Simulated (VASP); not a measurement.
Wanted: the native input for a VASP 6.6.1 run.

| Quantity | Value |
| --- | --- |
| Task | single point |
| Functional | r2SCAN |
| Potentials or basis | VASP PAW PBE potentials, release 64 (B) |
| Cutoff | 550 eV |
| k mesh | 15 × 15 × 6 |
| Occupations | gaussian, width 0.1 eV |
| Spin | no spin polarisation |
| Dipole correction | no |
| Further INCAR settings | ALGO = Normal; EDIFF = 1e-06; NBANDS = 8 |

B:

```
CELL_PARAMETERS angstrom
1.70243 0.00000 0.00000
-0.85122 1.47435 0.00000
0.00000 0.00000 3.63542
ATOMIC_POSITIONS crystal
B 0.00000 0.00000 0.00000
```

One way to write it, as run:

POSCAR

```
B
1.0
    1.7024335800      0.0000000000      0.0000000000
   -0.8512167900      1.4743507200      0.0000000000
    0.0000000000      0.0000000000      3.6354228500
B
1
Direct
    0.0000000000      0.0000000000      0.0000000000
```

INCAR.step1

```
ALGO = Normal
EDIFF = 1E-5
ENCUT = 550
GGA = PE
GGA_COMPAT = F
ISMEAR = 0
LASPH = T
LCHARG = F
LREAL = F
LWAVE = T
NBANDS = 8
NELM = 120
PREC = Accurate
SIGMA = 0.1
```

INCAR.step2

```
ALGO = Normal
EDIFF = 1E-6
ENCUT = 550
GGA_COMPAT = F
ISIF = 2
ISMEAR = 0
ISTART = 1
LASPH = T
LCHARG = F
LMIXTAU = T
LREAL = F
LWAVE = F
METAGGA = R2SCAN
NBANDS = 8
NELM = 120
PREC = Accurate
SIGMA = 0.1
```

KPOINTS

```
k-points
0
Gamma
  15 15 6
```

Potentials or basis: VASP PAW PBE potentials, release 64 (B).

Command:

```console
$ cat potpaw_PBE.64/B/POTCAR > POTCAR
$ cp INCAR.step1 INCAR
$ mpirun -np 1 vasp_std > vasp.out
$ cp INCAR.step2 INCAR
$ mpirun -np 1 vasp_std > vasp.out
```

Results of the run:

| Quantity | Value |
| --- | --- |
| Pressure | 0.7 GPa |

Caveat: the PAW data sets were made with another functional, which shifts forces and pressure a little.

It took 30 s on 1 thread of Intel Xeon 6975P-C, with other jobs on the host, peak memory 0.12 GiB.
